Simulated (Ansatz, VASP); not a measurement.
Two plane-wave programs on C

```
C
1.0
     0.00000    1.77690    1.77690
     1.77690    0.00000    1.77690
     1.77690    1.77690    0.00000
C
2
Direct
  0.50000 0.50000 0.50000
  0.75000 0.75000 0.75000
```

Alike in both runs: task relaxation of cell and atoms; functional PBEsol; k mesh 12 × 12 × 12; no spin polarisation.

```csv
,VASP,Ansatz
version,VASP 6.6.1,Ansatz 0.2.0
potentials or method,"VASP PAW PBE potentials, release 64 (C), cutoff 600 eV","scalar-relativistic, plane waves, PAW"
occupations,"gaussian, width 0.01 eV",fixed
valence electrons in the cell,8,8
```

```tsv
	VASP	Ansatz	Ansatz less VASP
gap on the k mesh at the Fermi level, each at its own relaxed structure (eV)	4.06	4.07	+0.007
relaxed volume (Å³/atom)	5.62	5.61	-0.005
relaxed cell length with the largest relative difference (Å)	2.514	2.513	-0.0008
```

VASP's potentials were made for PBE, not for PBEsol.
